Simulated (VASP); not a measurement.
W: relaxation of cell and atoms with PBEsol

Crystal: W.

```
W
1.0
    -1.62037    1.62037    1.62037
     1.62037   -1.62037    1.62037
     1.62037    1.62037   -1.62037
W
1
Direct
  0.00000 0.00000 0.00000
```

```
Program                : VASP 6.6.1
Task                   : relaxation of cell and atoms
Functional             : PBEsol
Potentials or basis    : VASP PAW PBE potentials, release 64 (W_sv)
Cutoff                 : 600 eV
k mesh                 : 8 × 8 × 8
Occupations            : gaussian, width 0.1 eV
Spin                   : no spin polarisation
Dipole correction      : no
Further INCAR settings : ALGO = Normal; EDIFF = 1e-06; IBRION = 2; EDIFFG = -0.05; NSW = 80; ISIF = 3
```

```yaml
Relaxed_volume: 15.75 Å³/atom
Relaxed_cell: a = 2.735 Å, b = 2.735 Å, c = 2.735 Å, α = 109.47°, β = 109.47°, γ = 109.47°
Space_group_after_relaxing_to_0.05_Å: Im-3m (No. 229)
Energy_gained_by_relaxing: 91.9 meV/atom
Ionic_steps: 5
Pressure_after_relaxing: 0.0 GPa
Band_gap_on_the_k_mesh: zero (band 7 reaches 16.60 eV, above the bottom of band 8 at 10.13 eV)
```

Step by step:
| step | energy change (eV) | largest force (eV/Å) | pressure (GPa) | volume (Å³) |
| --- | --- | --- | --- | --- |
| 1 | 0.0000 | 0.0000 | -21.60 | 17.02 |
| 2 | 1.4022 | 0.0000 | 156.25 | 11.97 |
| 3 | -0.0897 | 0.0000 | -3.83 | 15.94 |
| 4 | -0.0918 | 0.0000 | -1.05 | 15.80 |
| 5 | -0.0919 | 0.0000 | -0.01 | 15.75 |

Final structure:
```yaml
crystal:
  lattice:
    - [-1.57900, 1.57900, 1.57900]
    - [1.57900, -1.57900, 1.57900]
    - [1.57900, 1.57900, -1.57900]
  atoms:
    - { symbol: W, position: [0.00000, 0.00000, 0.00000] }
```

Levels at points of the mesh, in eV from the Fermi level:
| k point | band 5 | band 6 | band 7 | band 8 | band 9 | band 10 |
| --- | --- | --- | --- | --- | --- | --- |
| (0.00, 0.00, 0.00) | -9.46 | -1.01 | -1.01 | -1.01 | 2.48 | 2.48 |
| (0.50, 0.00, 0.00) | -6.10 | -3.37 | 0.95 | 2.38 | 3.37 | 6.46 |
| (0.50, 0.50, 0.50) | -5.68 | -5.68 | 5.46 | 5.46 | 5.46 | 8.54 |

It took 16 s on 1 thread of Intel(R) Xeon(R) Platinum 8375C CPU @ 2.90GHz (Ice Lake), with other jobs on the host, peak memory 0.15 GiB.

Caveat: the PAW data sets were made with another functional, which shifts forces and pressure a little; spin-orbit coupling is left out, which moves the levels of the heavy elements.
